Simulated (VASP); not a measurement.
# Li2Se (Fm-3m) in VASP: notebook

The runs below take Li2Se through single point, with HSE06, HF.

All numbers are computed with VASP 6.6.1; they aren't measurements. Logs are shortened: lines on timing, memory, paths and dates and some standing lists are left out, and cuts for length are marked.

### 1 The cell of the first run

It takes space group Fm-3m (No. 225, cubic). Conventional cell: a = 5.987 Å, b = 5.987 Å, c = 5.987 Å, α = 90.00°, β = 90.00°, γ = 90.00°. Within 3.4 Å of Li (site symmetry -43m) lie 4 Se at 2.59 Å and 6 Li at 2.99 Å. Within 3.4 Å of Se (site symmetry m-3m) lie 8 Li at 2.59 Å.

### 2 Single point, HSE06

POSCAR reads:

```
Li2Se
1.0
    0.0000000000      2.9935010607      2.9935010607
    2.9935010607      0.0000000000      2.9935010607
    2.9935010607      2.9935010607      0.0000000000
Li Se
2 1
Direct
    0.7500000000      0.7500000000      0.7500000000
    0.2500000000      0.2500000000      0.2500000000
    0.0000000000      0.0000000000      0.0000000000
```

INCAR.step1 reads:

```
SYSTEM = Li2Se
  PREC = Accurate
  ENCUT = 650
  EDIFF = 1E-5
  ISMEAR = 0
  SIGMA = 0.01
  LREAL = .False.
  LASPH = .True.
  NELM = 120
  ALGO = Normal
  ISIF = 2
  LWAVE = .True.
  LCHARG = .False.
  GGA = PE
  NBANDS = 13
  GGA_COMPAT = .False.
```

INCAR.step2 reads:

```
SYSTEM = Li2Se
  PREC = Accurate
  ENCUT = 650
  EDIFF = 1E-6
  ISMEAR = 0
  SIGMA = 0.01
  LREAL = .False.
  LASPH = .True.
  NELM = 120
  ALGO = Normal
  ISIF = 2
  LWAVE = .False.
  LCHARG = .False.
  GGA = PE
  LHFCALC = .True.
  HFSCREEN = 0.2079
  PRECFOCK = Normal
  ISTART = 1
  NBANDS = 13
  GGA_COMPAT = .False.
```

KPOINTS reads:

```
regular mesh
0
Gamma
  6 6 6
  0 0 0
```

Potentials or basis: VASP PAW PBE potentials, release 64 (Li_sv, Se).

Command:

```sh
cat potpaw_PBE.64/Li_sv/POTCAR potpaw_PBE.64/Se/POTCAR > POTCAR
cp INCAR.step1 INCAR
mpirun -np 1 vasp_std > vasp.out
cp INCAR.step2 INCAR
mpirun -np 1 vasp_std > vasp.out
```

OUTCAR:

```text
SYSTEM = Li2Se
   PREC = Accurate
   ENCUT = 650
   EDIFF = 1E-6
   ISMEAR = 0
   LREAL = .False.
   LASPH = .True.
   NELM = 120
   ISIF = 2
   GGA = PE
   LHFCALC = .True.
   HFSCREEN = 0.2079
   PRECFOCK = Normal
   ISTART = 1

 ion  position               nearest neighbor table
   1  0.750  0.750  0.750-   3 2.59   3 2.59   3 2.59   3 2.59
   2  0.250  0.250  0.250-   3 2.59   3 2.59   3 2.59   3 2.59
   3  0.000  0.000  0.000-   1 2.59   1 2.59   1 2.59   1 2.59   2 2.59   2 2.59   2 2.59   2 2.59

  LATTYP: Found a face centered cubic cell.
 ALAT       =     5.9870021214

  Lattice vectors:

 A1 = (   0.0000000000,   2.9935010607,   2.9935010607)
 A2 = (   2.9935010607,   0.0000000000,   2.9935010607)
 A3 = (   2.9935010607,   2.9935010607,   0.0000000000)

Analysis of symmetry for initial positions (statically):
=====================================================================
 Subroutine PRICEL returns:
 Original cell was already a primitive cell.

 Routine SETGRP: Setting up the symmetry group for a
 face centered cubic supercell.

 Subroutine GETGRP returns: Found 48 space group operations
 (whereof 48 operations were pure point group operations)
 out of a pool of 48 trial point group operations.

The static configuration has the point symmetry O_h .

Analysis of symmetry for dynamics (positions and initial velocities):
=====================================================================
 Subroutine PRICEL returns:
 Original cell was already a primitive cell.

 Routine SETGRP: Setting up the symmetry group for a
 face centered cubic supercell.

 Subroutine GETGRP returns: Found 48 space group operations
 (whereof 48 operations were pure point group operations)
 out of a pool of 48 trial point group operations.

The dynamic configuration has the point symmetry O_h .

 Subroutine INISYM returns: Found 48 space group operations
 (whereof 48 operations are pure point group operations),
 and found     1 'primitive' translations

----------------------------------------------------------------------------------------

                                     Primitive cell

  volume of cell :      53.6498

  direct lattice vectors                    reciprocal lattice vectors
     0.000000000  2.993501061  2.993501061    -0.167028503  0.167028503  0.167028503
     2.993501061  0.000000000  2.993501061     0.167028503 -0.167028503  0.167028503
     2.993501061  2.993501061  0.000000000     0.167028503  0.167028503 -0.167028503

  length of vectors
     4.233449799  4.233449799  4.233449799     0.289301853  0.289301853  0.289301853

  position of ions in fractional coordinates (direct lattice)
     0.750000000  0.750000000  0.750000000
     0.250000000  0.250000000  0.250000000
     0.000000000  0.000000000  0.000000000

  ion indices of the primitive-cell ions
   primitive index   ion index
                 1           1
                 2           2
                 3           3

----------------------------------------------------------------------------------------

 KPOINTS: regular mesh

Automatic generation of k-mesh.
 Grid dimensions read from file:
 generate k-points for:    6    6    6

 Generating k-lattice:

  Cartesian coordinates                     Fractional coordinates (reciprocal lattice)
    -0.027838084  0.027838084  0.027838084     0.166666667  0.000000000  0.000000000
     0.027838084 -0.027838084  0.027838084     0.000000000  0.166666667  0.000000000
     0.027838084  0.027838084 -0.027838084     0.000000000  0.000000000  0.166666667

  Length of vectors
     0.048216975  0.048216975  0.048216975

  Shift w.r.t. Gamma in fractional coordinates (k-lattice)
     0.000000000  0.000000000  0.000000000

 Subroutine IBZKPT returns following result:
 ===========================================

 Found     16 irreducible k-points:

 Following reciprocal coordinates:
            Coordinates               Weight
  0.000000  0.000000  0.000000      1.000000
  0.166667  0.000000  0.000000      8.000000
  0.333333  0.000000  0.000000      8.000000
  0.500000  0.000000  0.000000      4.000000
  0.166667  0.166667  0.000000      6.000000
  0.333333  0.166667  0.000000     24.000000
[... 8 lines left out ...]
 -0.333333  0.333333  0.166667     24.000000
 -0.333333  0.500000  0.166667     12.000000
   k-points           NKPTS =     16   k-points in BZ     NKDIM =    216   number of bands    NBANDS=     13
   number of dos      NEDOS =    301   number of ions     NIONS =      3
   total plane-waves  NPLWV =  46656
   dimension x,y,z NGX =    36 NGY =   36 NGZ =   36
   dimension x,y,z NGXF=    72 NGYF=   72 NGZF=   72
   ions per type =               2   1
   NGX,Y,Z   is equivalent  to a cutoff of  14.14, 14.14, 14.14 a.u.
   NGXF,Y,Z  is equivalent  to a cutoff of  28.27, 28.27, 28.27 a.u.
 SYSTEM =  Li2Se
   PREC   = accura    normal or accurate (medium, high low for compatibility)
   ISTART =      1    job   : 0-new  1-cont  2-samecut
   ICHARG =      0    charge: 1-file 2-atom 10-const
   ISPIN  =      1    spin polarized calculation?
   LNONCOLLINEAR =      F non collinear calculations
   LSORBIT =      F    spin-orbit coupling
   LASPH  =      T    aspherical Exc in radial PAW
   ENCUT  =  650.0 eV  47.77 Ry    6.91 a.u.   8.80  8.80  8.80*2*pi/ulx,y,z
   NELM   =    120;   NELMIN=  2; NELMDL=  0     # of ELM steps
   EDIFF  = 0.1E-05   stopping-criterion for ELM
   LREAL  =      F    real-space projection
   EDIFFG = 0.1E-04   stopping-criterion for IOM
   NSW    =      0    number of steps for IOM
   IBRION =     -1    ionic relax: 0-MD 1-quasi-New 2-CG
   NFREE  =      0    steps in history (QN), initial steepest desc. (CG)
   ISIF   =      2    stress and relaxation
   ISYM   =      3    0-nonsym 1-usesym 2-fastsym
   POTIM  = 0.5000    time-step for ionic-motion
   TEBEG  =    0.0;   TEEND  =   0.0 temperature during run
   PSTRESS=    0.0 pullay stress
   NELECT =      12.0000    total number of electrons
   NUPDOWN=      -1.0000    fix difference up-down
   EMIN   =  10.00;   EMAX   =-10.00  energy-range for DOS
   EFERMI =   0.00;   METHOD = LEGACY
   ISMEAR =     0;   SIGMA  =   0.01  broadening in eV -4-tet -1-fermi 0-gaus
   EFERMI_NEDOS =   21; number of points for ismear=-14 and -15
   IALGO  =     38    algorithm
   IMIX   =      1    mixing-type and parameters
     AMIX     =   0.40;   BMIX     =  1.00
     AMIX_MAG =   1.60;   BMIX_MAG =  1.00
  volume/ion in A,a.u.               =      17.88       120.68
  Fermi-wavevector in a.u.,A,eV,Ry     =   0.993755  1.877924 13.436410  0.987548
  Thomas-Fermi vector in A             =   2.125658
   LORBIT       =      0    0 simple, 1 ext, 2 COOP (PROOUT), +10 PAW based schemes
   GGA     = PE    functional components
   LHFCALC =     T    Hartree Fock is set to
   PRECFOCK=normal    Normal, Fast or Accurate (Low or Medium for compatibility)
   ENCUT4O =  -1.0   cutoff for four orbital integrals eV
   NKREDX  =     1    reduce k-point grid by
   NKREDY  =     1    reduce k-point grid by
   NKREDZ  =     1    reduce k-point grid by
   AEXX    =    0.2500 exact exchange contribution
   HFSCREEN=    0.2079 screening length (either q_TF or 0.3 A-1)
   HFSCREENC=   0.2079 screening length for correlation (either q_TF or 0.3 A-1)
   ENCUTFOCK=  -1.0 apply spherical cutoff to Coloumb kernel
   IVDW    =     0    specifies the selected vdW correction
   LEPSILON=     F    determine dielectric tensor
   LRPA    =     F    only Hartree local field effects (RPA)
 non-spin polarized calculation
 Gauss-broadening in eV      SIGMA  =   0.01
  energy-cutoff  :      650.00
  volume of cell :       53.65
 maximum number of plane-waves:      2044
  NGX = 28; NGY = 28; NGZ = 28

 number of electron      11.9999994 magnetization

 Free energy of the ion-electron system (eV)
  ---------------------------------------------------
  ext. energy  EPLUGINS =         0.00000000
  ---------------------------------------------------
  free energy    TOTEN  =       -12.56508101 eV

  energy without entropy =      -12.56508101  energy(sigma->0) =      -12.56508101

 E-fermi :   0.4977     XC(G=0):  -6.9441

 val. band max:        0.3941775418   @ k =   0.0000   0.0000   0.0000
 cond. band min:       4.2193766719   @ k =   0.5000   0.5000   0.0000
 fundamental gap:      3.8251991301
 Fermi energy:         0.4976889235

 k-point     1 :       0.0000    0.0000    0.0000
  band No.  band energies     occupation
      1     -47.3562      2.00000
      2     -47.3301      2.00000
      3     -12.0935      2.00000
      4       0.3942      2.00000
      5       0.3942      2.00000
      6       0.3942      2.00000
      7       4.7827      0.00000
      8       7.0645      0.00000
      9       7.0645      0.00000
     10       7.0645      0.00000
     11      12.1791      0.00000
     12      12.1791      0.00000
     13      12.5659      0.00000

 k-point     2 :       0.1667    0.0000    0.0000
  band No.  band energies     occupation
      1     -47.3543      2.00000
      2     -47.3319      2.00000
      3     -11.9939      2.00000
      4      -0.6916      2.00000
      5       0.2302      2.00000
      6       0.2302      2.00000
      7       5.5356      0.00000
      8       7.4464      0.00000
      9       7.4464      0.00000
     10       7.7321      0.00000
     11      10.6716      0.00000
     12      10.6716      0.00000
     13      12.7480      0.00000

 k-point     3 :       0.3333    0.0000    0.0000
  band No.  band energies     occupation
      1     -47.3492      2.00000
      2     -47.3362      2.00000
      3     -11.7772      2.00000
      4      -2.1905      2.00000
      5      -0.0527      2.00000
      6      -0.0527      2.00000
      7       6.2948      0.00000
      8       7.5743      0.00000
      9       7.5743      0.00000
     10       8.9869      0.00000
     11      11.2007      0.00000
     12      11.2007      0.00000
     13      13.4821      0.00000

 k-point     4 :       0.5000    0.0000    0.0000
  band No.  band energies     occupation
      1     -47.3428      2.00000
      2     -47.3424      2.00000
      3     -11.6582      2.00000
      4      -2.7991      2.00000
      5      -0.1770      2.00000
      6      -0.1770      2.00000
      7       6.5826      0.00000
      8       7.3858      0.00000
      9       7.3858      0.00000
     10       9.4656      0.00000
     11      13.2758      0.00000
     12      13.2758      0.00000
     13      14.2965      0.00000

 k-point     5 :       0.1667    0.1667    0.0000
  band No.  band energies     occupation
      1     -47.3538      2.00000
      2     -47.3322      2.00000
      3     -11.9614      2.00000
      4      -0.5170      2.00000
      5      -0.0937      2.00000
      6      -0.0937      2.00000
      7       5.7046      0.00000
      8       7.1999      0.00000
      9       7.9848      0.00000
     10       7.9848      0.00000
     11       9.4930      0.00000
     12      12.6355      0.00000
     13      13.4528      0.00000
[... 129 lines left out ...]
 k-point    14 :       0.5000    0.3333    0.1667
  band No.  band energies     occupation
      1     -47.3469      2.00000
      2     -47.3381      2.00000
      3     -11.6334      2.00000
      4      -2.0479      2.00000
      5      -1.1675      2.00000
      6      -0.6197      2.00000
      7       6.1940      0.00000
      8       7.8719      0.00000
      9       8.4003      0.00000
     10      10.2697      0.00000
     11      10.7985      0.00000
     12      13.0375      0.00000
     13      15.1494      0.00000

 k-point    15 :      -0.3333    0.3333    0.1667
  band No.  band energies     occupation
      1     -47.3424      2.00000
      2     -47.3424      2.00000
      3     -11.5536      2.00000
      4      -2.2263      2.00000
      5      -1.3809      2.00000
      6      -0.9033      2.00000
      7       6.5930      0.00000
      8       7.5364      0.00000
      9       9.8248      0.00000
     10      10.3413      0.00000
     11      10.4946      0.00000
     12      12.6071      0.00000
     13      14.3775      0.00000

 k-point    16 :      -0.3333    0.5000    0.1667
  band No.  band energies     occupation
      1     -47.3446      2.00000
      2     -47.3401      2.00000
      3     -11.5194      2.00000
      4      -1.9239      2.00000
      5      -1.4475      2.00000
      6      -1.4134      2.00000
      7       5.5552      0.00000
      8       8.5482      0.00000
      9       9.1334      0.00000
     10      10.9096      0.00000
     11      12.4516      0.00000
     12      13.3635      0.00000
     13      13.7212      0.00000

------------------------ aborting loop because EDIFF is reached ----------------------------------------

  FORCE on cell =-STRESS in cart. coord.  units (eV):
  Direction    XX          YY          ZZ          XY          YZ          ZX
  --------------------------------------------------------------------------------------
  -------------------------------------------------------------------------------------
  Total       -0.1790664     -0.1790664     -0.1790664     -0.0000000     -0.0000000      0.0000000
  in kB       -5.3475707     -5.3475707     -5.3475707     -0.0000000     -0.0000000      0.0000000
  external PRESSURE =      -5.3475707 kB  Pullay stress =       0.0000000 kB

 VOLUME and BASIS-vectors are now :
 -----------------------------------------------------------------------------
  energy-cutoff  :      650.00
  volume of cell :       53.65
      direct lattice vectors                 reciprocal lattice vectors
     0.000000000  2.993501061  2.993501061    -0.167028503  0.167028503  0.167028503
     2.993501061  0.000000000  2.993501061     0.167028503 -0.167028503  0.167028503
     2.993501061  2.993501061  0.000000000     0.167028503  0.167028503 -0.167028503

 POSITION                                       TOTAL-FORCE (eV/Angst)
 -----------------------------------------------------------------------------------
      4.49025      4.49025      4.49025        -0.000000     -0.000000     -0.000000
      1.49675      1.49675      1.49675         0.000000      0.000000      0.000000
      0.00000      0.00000      0.00000        -0.000000      0.000000     -0.000000
 -----------------------------------------------------------------------------------
    total drift:                               -0.000000     -0.000000     -0.000000

  FREE ENERGIE OF THE ION-ELECTRON SYSTEM (eV)
  ---------------------------------------------------
  free  energy   TOTEN  =       -12.5650810085 eV

  energy  without entropy=      -12.5650810085  energy(sigma->0) =      -12.56508101
```

Wall time 42 min (1 thread of AMD EPYC 7R13 (Zen 3), shared host); peak memory 0.32 GiB.

What came out:

* Free energy: -12.5651 eV
* Pressure: -0.5 GPa
* Band gap on the k mesh: 3.83 eV (least direct gap 4.39 eV)

Caveat: the PAW data sets were made with another functional, which shifts forces and pressure a little. A k mesh can miss the band edges.

(Continued in part 2 of 2.)
